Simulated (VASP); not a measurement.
# PtSe2 (P-3m1) in VASP: relaxation of shape and atoms at fixed volume with PBE

Aim: the relaxation of shape and atoms at fixed volume of PtSe2 with PBE.

Everything below comes from runs of VASP 6.6.1. Logs are shortened: lines on timing, memory, paths and dates and some standing lists are left out, and cuts for length are marked.

## Step 1: The cell of the first run

It takes space group P-3m1 (No. 164, trigonal). The conventional cell has a = 3.712 Å, b = 3.712 Å, c = 5.854 Å, α = 90.00°, β = 90.00°, γ = 120.00°. Pt (site symmetry -3m) has 6 Se at 2.50 Å within 3.3 Å. Se (site symmetry 3m) has 3 Pt at 2.50 Å within 3.3 Å.

## Step 2: Relaxation of shape and atoms at fixed volume, PBE (volume scaled by 0.88)

File INCAR:

```
SYSTEM = PtSe2
PREC     = Accurate       ! precision mode
ENCUT    = 600            ! plane-wave cutoff, eV
EDIFF    = 1E-6           ! SCF threshold, eV
ISMEAR   = 0              ! smearing method
SIGMA    = 0.02           ! smearing width, eV
LREAL    = .FALSE.        ! projectors in reciprocal space
LASPH    = .TRUE.         ! aspherical terms in the spheres
NELM     = 100            ! most SCF steps
ALGO     = Normal         ! electronic algorithm
ISIF     = 4              ! what is computed and relaxed
LWAVE    = .FALSE.        ! write WAVECAR
LCHARG   = .FALSE.        ! write CHGCAR
GGA      = PE             ! functional
IBRION   = 2              ! ionic algorithm
NSW      = 50             ! ionic steps
EDIFFG   = -0.01          ! ionic threshold
```

File KPOINTS:

```
regular mesh
0
G
  12 12 4
  0 0 0
```

File POSCAR:

```
PtSe2
1.0
    3.7124653938      0.0000000000      0.0000000000
   -1.8562326969      3.2150893417      0.0000000000
    0.0000000000      0.0000000000      5.8537207499
Pt Se
1 2
Direct
    0.0000000000      0.0000000000      0.0000000000
    0.3333333333      0.6666666667      0.2203504449
    0.6666666667      0.3333333333      0.7796495551
```

Potentials or basis: VASP PAW PBE potentials, release 64 (Pt, Se).

Run with:

```sh
$ cat potpaw_PBE.64/Pt/POTCAR potpaw_PBE.64/Se/POTCAR > POTCAR
$ mpirun -np 1 vasp_std > vasp.out
```

OUTCAR:

```text
SYSTEM = PtSe2
   PREC = Accurate
   ENCUT = 600
   EDIFF = 1E-6
   ISMEAR = 0
   LREAL = .FALSE.
   LASPH = .TRUE.
   NELM = 100
   ISIF = 4
   GGA = PE
   IBRION = 2
   NSW = 50
   EDIFFG = -0.01

 ion  position               nearest neighbor table
   1  0.000  0.000  0.000-   2 2.50   3 2.50   2 2.50   3 2.50   3 2.50   2 2.50
   2  0.333  0.667  0.220-   1 2.50   1 2.50   1 2.50
   3  0.667  0.333  0.780-   1 2.50   1 2.50   1 2.50

  LATTYP: Found a hexagonal cell.
 ALAT       =     3.7124653938
 C/A-ratio  =     1.5767744959

  Lattice vectors:

 A1 = (   3.7124653938,   0.0000000000,   0.0000000000)
 A2 = (  -1.8562326969,   3.2150893417,   0.0000000000)
 A3 = (   0.0000000000,   0.0000000000,   5.8537207499)

Analysis of symmetry for initial positions (statically):
=====================================================================
 Subroutine PRICEL returns:
 Original cell was already a primitive cell.

 Routine SETGRP: Setting up the symmetry group for a
 hexagonal supercell.

 Subroutine GETGRP returns: Found 12 space group operations
 (whereof 12 operations were pure point group operations)
 out of a pool of 24 trial point group operations.

The static configuration has the point symmetry D_3d.

Analysis of symmetry for dynamics (positions and initial velocities):
=====================================================================
 Subroutine PRICEL returns:
 Original cell was already a primitive cell.

 Routine SETGRP: Setting up the symmetry group for a
 hexagonal supercell.

 Subroutine GETGRP returns: Found 12 space group operations
 (whereof 12 operations were pure point group operations)
 out of a pool of 24 trial point group operations.

The dynamic configuration has the point symmetry D_3d.

 Subroutine INISYM returns: Found 12 space group operations
 (whereof 12 operations are pure point group operations),
 and found     1 'primitive' translations

----------------------------------------------------------------------------------------

                                     Primitive cell

  volume of cell :      69.8695

  direct lattice vectors                    reciprocal lattice vectors
     3.712465394  0.000000000  0.000000000     0.269362780  0.155516674  0.000000000
    -1.856232697  3.215089342  0.000000000     0.000000000  0.311033347  0.000000000
     0.000000000  0.000000000  5.853720750     0.000000000  0.000000000  0.170831518

  length of vectors
     3.712465394  3.712465394  5.853720750     0.311033347  0.311033347  0.170831518

  position of ions in fractional coordinates (direct lattice)
     0.000000000  0.000000000  0.000000000
     0.333333333  0.666666667  0.220350445
     0.666666667  0.333333333  0.779649555

  ion indices of the primitive-cell ions
   primitive index   ion index
                 1           1
                 2           2
                 3           3

----------------------------------------------------------------------------------------

 KPOINTS: regular mesh

Automatic generation of k-mesh.
 Grid dimensions read from file:
 generate k-points for:   12   12    4

 Generating k-lattice:

  Cartesian coordinates                     Fractional coordinates (reciprocal lattice)
     0.022446898  0.012959723  0.000000000     0.083333333  0.000000000  0.000000000
     0.000000000  0.025919446  0.000000000     0.000000000  0.083333333  0.000000000
     0.000000000  0.000000000  0.042707879     0.000000000  0.000000000  0.250000000

  Length of vectors
     0.025919446  0.025919446  0.042707879

  Shift w.r.t. Gamma in fractional coordinates (k-lattice)
     0.000000000  0.000000000  0.000000000

 Subroutine IBZKPT returns following result:
 ===========================================

 Found     69 irreducible k-points:

 Following reciprocal coordinates:
            Coordinates               Weight
  0.000000  0.000000  0.000000      1.000000
  0.083333 -0.000000  0.000000      6.000000
  0.166667  0.000000  0.000000      6.000000
  0.250000  0.000000  0.000000      6.000000
  0.333333 -0.000000  0.000000      6.000000
  0.416667  0.000000  0.000000      6.000000
[... 16 lines left out ...]
  0.166667  0.000000  0.250000      6.000000
  0.000000  0.166667  0.250000      6.000000
 [... further k-points ...]
   k-points           NKPTS =     69   k-points in BZ     NKDIM =     69   number of bands    NBANDS=     15
   number of dos      NEDOS =    301   number of ions     NIONS =      3
   total plane-waves  NPLWV =  43200
   dimension x,y,z NGX =    30 NGY =   30 NGZ =   48
   dimension x,y,z NGXF=    60 NGYF=   60 NGZF=   96
   ions per type =               1   2
   NGX,Y,Z   is equivalent  to a cutoff of  13.43, 13.43, 13.63 a.u.
   NGXF,Y,Z  is equivalent  to a cutoff of  26.87, 26.87, 27.26 a.u.
 SYSTEM =  PtSe2
   PREC   = accura    normal or accurate (medium, high low for compatibility)
   ISTART =      0    job   : 0-new  1-cont  2-samecut
   ICHARG =      2    charge: 1-file 2-atom 10-const
   ISPIN  =      1    spin polarized calculation?
   LNONCOLLINEAR =      F non collinear calculations
   LSORBIT =      F    spin-orbit coupling
   LASPH  =      T    aspherical Exc in radial PAW
   ENCUT  =  600.0 eV  44.10 Ry    6.64 a.u.   7.41  7.41 11.69*2*pi/ulx,y,z
   NELM   =    100;   NELMIN=  2; NELMDL= -5     # of ELM steps
   EDIFF  = 0.1E-05   stopping-criterion for ELM
   LREAL  =      F    real-space projection
   EDIFFG = -.1E-01   stopping-criterion for IOM
   NSW    =     50    number of steps for IOM
   IBRION =      2    ionic relax: 0-MD 1-quasi-New 2-CG
   NFREE  =      1    steps in history (QN), initial steepest desc. (CG)
   ISIF   =      4    stress and relaxation
   ISYM   =      2    0-nonsym 1-usesym 2-fastsym
   POTIM  = 0.5000    time-step for ionic-motion
   TEBEG  =    0.0;   TEEND  =   0.0 temperature during run
   PSTRESS=    0.0 pullay stress
   NELECT =      22.0000    total number of electrons
   NUPDOWN=      -1.0000    fix difference up-down
   EMIN   =  10.00;   EMAX   =-10.00  energy-range for DOS
   EFERMI =   0.00;   METHOD = LEGACY
   ISMEAR =     0;   SIGMA  =   0.02  broadening in eV -4-tet -1-fermi 0-gaus
   EFERMI_NEDOS =   21; number of points for ismear=-14 and -15
   IALGO  =     38    algorithm
   IMIX   =      4    mixing-type and parameters
     AMIX     =   0.40;   BMIX     =  1.00
     AMIX_MAG =   1.60;   BMIX_MAG =  1.00
  volume/ion in A,a.u.               =      23.29       157.17
  Fermi-wavevector in a.u.,A,eV,Ry     =   1.113747  2.104677 16.877109  1.240433
  Thomas-Fermi vector in A             =   2.250335
   LORBIT       =      0    0 simple, 1 ext, 2 COOP (PROOUT), +10 PAW based schemes
   GGA     = PE    functional components
   LHFCALC =     F    Hartree Fock is set to
   AEXX    =    0.0000 exact exchange contribution
   IVDW    =     0    specifies the selected vdW correction
   LEPSILON=     F    determine dielectric tensor
   LRPA    =     F    only Hartree local field effects (RPA)
 conjugate gradient relaxation of ions
 non-spin polarized calculation
 Gauss-broadening in eV      SIGMA  =   0.02
  energy-cutoff  :      600.00
  volume of cell :       69.87
 maximum number of plane-waves:      2388
 NGX is ok and might be reduce to    30
   NGX = 15   NGY = 15   NGZ = 23

--------------------------------------- Ionic step        1  -------------------------------------------

 number of electron      21.9999998 magnetization

 Free energy of the ion-electron system (eV)
  ---------------------------------------------------
  ext. energy  EPLUGINS =         0.00000000
  ---------------------------------------------------
  free energy    TOTEN  =       -14.26666383 eV

  energy without entropy =      -14.26666383  energy(sigma->0) =      -14.26666383

------------------------ aborting loop because EDIFF is reached ----------------------------------------

  FORCE on cell =-STRESS in cart. coord.  units (eV):
  Direction    XX          YY          ZZ          XY          YZ          ZX
  --------------------------------------------------------------------------------------
  -------------------------------------------------------------------------------------
  Total        1.9098087      1.9098087      1.3429546      0.0000000      0.0000000      0.0000000
  in kB       43.7938357     43.7938357     30.7953021      0.0000000      0.0000000      0.0000000
  external PRESSURE =      39.4609912 kB  Pullay stress =       0.0000000 kB
[... 170 lines left out ...]
  energy  without entropy=      -14.2909022079  energy(sigma->0) =      -14.29090221

--------------------------------------- Ionic step        6  -------------------------------------------

 number of electron      22.0000003 magnetization

 Free energy of the ion-electron system (eV)
  ---------------------------------------------------
  ext. energy  EPLUGINS =         0.00000000
  ---------------------------------------------------
  free energy    TOTEN  =       -14.29136665 eV

  energy without entropy =      -14.29136665  energy(sigma->0) =      -14.29136665

 E-fermi :   4.7722     XC(G=0):  -9.8045

 val. band max:        4.6729039794   @ k =   0.0833  -0.0000   0.0000
 cond. band min:       4.9636262650   @ k =   0.0000   0.2500   0.2500
 fundamental gap:      0.2907222857
 Fermi energy:         4.7721653753

 k-point     1 :       0.0000    0.0000    0.0000
  band No.  band energies     occupation
      1     -10.1025      2.00000
      2      -8.0327      2.00000
      3      -1.5106      2.00000
      4      -1.1012      2.00000
      5      -1.1012      2.00000
      6       1.1593      2.00000
      7       1.1593      2.00000
      8       2.4984      2.00000
      9       3.9505      2.00000
     10       3.9505      2.00000
     11       4.6492      2.00000
     12       6.6847      0.00000
     13       6.6847      0.00000
     14       8.6643      0.00000
     15       9.1635      0.00000
[... 397 lines left out ...]
 k-point    24 :       0.0000    0.1667    0.2500
  band No.  band energies     occupation
      1      -9.7367      2.00000
      2      -8.2407      2.00000
      3      -1.2637      2.00000
      4      -0.9411      2.00000
      5      -0.6698      2.00000
      6       0.6398      2.00000
      7       0.9967      2.00000
      8       1.9639      2.00000
      9       3.3457      2.00000
     10       3.8984      2.00000
     11       4.4932      2.00000
     12       5.6069      0.00000
     13       6.3352      0.00000
     14       9.7877      0.00000
     15      10.4610      0.00000

 [... further k-points ...]

------------------------ aborting loop because EDIFF is reached ----------------------------------------

  FORCE on cell =-STRESS in cart. coord.  units (eV):
  Direction    XX          YY          ZZ          XY          YZ          ZX
  --------------------------------------------------------------------------------------
  -------------------------------------------------------------------------------------
  Total        0.2250778      0.2250778      0.2232890      0.0000000      0.0000000      0.0000000
  in kB        5.1612599      5.1612599      5.1202419      0.0000000      0.0000000      0.0000000
  external PRESSURE =       5.1475872 kB  Pullay stress =       0.0000000 kB
[... 18 lines left out ...]
  FREE ENERGIE OF THE ION-ELECTRON SYSTEM (eV)
  ---------------------------------------------------
  free  energy   TOTEN  =       -14.2913666472 eV

  energy  without entropy=      -14.2913666472  energy(sigma->0) =      -14.29136665

 reached required accuracy - stopping structural energy minimisation
```

It took 2.4 min on 1 thread of Intel Xeon 6975P-C (Granite Rapids), shared host; peak memory 0.26 GiB.

Results:

```yaml
Free_energy: -14.2914 eV
Energy_gained_by_relaxing: 8.2 meV/atom
Ionic_steps: 6
Pressure_after_relaxing: 0.5 GPa
Band_gap_on_the_k_mesh: 0.29 eV, indirect (least direct gap 0.54 eV)
```

Forces in eV/Å, atoms in the order of the input:
```
Pt   0.000  0.000  0.000
Se   0.000  0.000  0.002
Se   0.000  0.000 -0.002
```

The path:
| step | energy change (eV) | largest force (eV/Å) | pressure (GPa) | volume (Å³) |
| --- | --- | --- | --- | --- |
| 1 | 0.0000 | 0.4313 | 3.95 | 69.87 |
| 2 | -0.0162 | 0.2003 | 2.45 | 69.87 |
| 3 | -0.0225 | 0.0862 | 0.58 | 69.87 |
| 4 | -0.0226 | 0.0558 | 0.79 | 69.87 |
| 5 | -0.0242 | 0.0248 | 0.64 | 69.87 |
| 6 | -0.0247 | 0.0022 | 0.51 | 69.87 |

Final structure:
```
Pt Se
1.0
     3.75713    0.00000    0.00000
    -1.87856    3.25377    0.00000
     0.00000    0.00000    5.71538
Pt Se
1 2
Direct
  0.00000 0.00000 0.00000
  0.33333 0.66667 0.22777
  0.66667 0.33333 0.77223
```

Caveat: the cell differs from its parent crystal (volume scaled by 0.88); spin-orbit coupling is left out, which moves the levels of the heavy elements; this functional lacks dispersion, which binds the layers, so the pressure and a relaxed spacing across them are unreliable.
